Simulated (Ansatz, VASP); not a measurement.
# C in VASP and in Ansatz

INCAR

```
SYSTEM = C
  PREC = Accurate
  ENCUT = 520
  EDIFF = 1E-6
  ISMEAR = 0
  SIGMA = 0.05
  LREAL = Auto
  LASPH = .TRUE.
  NELM = 100
  ALGO = Normal
  ISIF = 2
  LWAVE = .FALSE.
  LCHARG = .TRUE.
  GGA = PE
  LELF = .TRUE.
  LVHAR = .TRUE.
  NBANDS = 43
```

The input KPOINTS:

```
regular mesh
0
G
  6 6 6
  0 0 0
```

POSCAR

```
C
1.0
    3.5715485858      0.0000000000     -3.5715485858
    0.0000000000      3.5715485858     -3.5715485858
    3.5715485858      3.5715485858      0.0000000000
C
15
Direct
    0.2500000000      0.2500000000      0.2500000000
    0.2500000000      0.7500000000      0.7500000000
    0.2500000000      0.7500000000      0.2500000000
    0.7500000000      0.2500000000      0.7500000000
    0.7500000000      0.2500000000      0.2500000000
    0.7500000000      0.7500000000      0.7500000000
    0.7500000000      0.7500000000      0.2500000000
    0.1250000000      0.1250000000      0.1250000000
    0.1250000000      0.1250000000      0.6250000000
    0.1250000000      0.6250000000      0.1250000000
   -0.0106459642      0.6718750000      0.6693854821
    0.6250000000      0.1250000000      0.1250000000
    0.6250000000      0.1250000000      0.6250000000
    0.6250000000      0.6250000000      0.1250000000
    0.6250000000      0.6250000000      0.6250000000
```

Input for Ansatz:

```yaml
crystal:
  lattice:
    - [3.5715485858, 0.0, -3.5715485858]
    - [0.0, 3.5715485858, -3.5715485858]
    - [3.5715485858, 3.5715485858, 0.0]
  atoms:
    - { symbol: C, position: [0.25, 0.25, 0.25] }
    - { symbol: C, position: [0.25, 0.75, 0.75] }
    - { symbol: C, position: [0.25, 0.75, 0.25] }
    - { symbol: C, position: [0.75, 0.25, 0.75] }
    - { symbol: C, position: [0.75, 0.25, 0.25] }
    - { symbol: C, position: [0.75, 0.75, 0.75] }
    - { symbol: C, position: [0.75, 0.75, 0.25] }
    - { symbol: C, position: [0.125, 0.125, 0.125] }
    - { symbol: C, position: [0.125, 0.125, 0.625] }
    - { symbol: C, position: [0.125, 0.625, 0.125] }
    - { symbol: C, position: [-0.0106459642, 0.671875, 0.6693854821] }
    - { symbol: C, position: [0.625, 0.125, 0.125] }
    - { symbol: C, position: [0.625, 0.125, 0.625] }
    - { symbol: C, position: [0.625, 0.625, 0.125] }
    - { symbol: C, position: [0.625, 0.625, 0.625] }
basis:
  ecutwfc: 420
kpoints:
  mp_grid: { grid: [6, 6, 6] }
hamiltonian:
  xc: pbe
  pseudopotentials: { kind: paw, azcp: { folder: soft_1 } }
scf:
  occupations: { method: gaussian, width: 0.05 }
output:
  forces: true
  stress: true
  eigenvalues: true
  write_density: true
  write_potential: true
  elf: true
  volumetric_format: npy
```

Change from the starting cell: C vacancy; atom 11 moved -0.125 of the way to it and +0.525 Å across, host rigid.

Alike in both runs: task single point; functional PBE; k mesh 6 × 6 × 6; occupations gaussian, width 0.05 eV; no spin polarisation.

|  | VASP | Ansatz |
| --- | --- | --- |
| version | VASP 6.6.1 | Ansatz 0.2.0 |
| potentials or method | VASP PAW PBE potentials, release 64 (C), cutoff 520 eV | scalar-relativistic, plane waves, PAW |
| valence electrons in the cell | 60 | 60 |

Ansatz gave:

```
gap on the k mesh at the Fermi level (eV) : none
rms of the force components (eV/Å)        : 13.193
```

Problem. What did VASP give for the same quantities?

Solution. gap on the k mesh at the Fermi level (eV): none; rms of the force components (eV/Å): 13.353.

Atom by atom the forces differ by 0.161 eV/Å (rms over components). A gap of «none» marks a metal or a gap that the smearing closes.
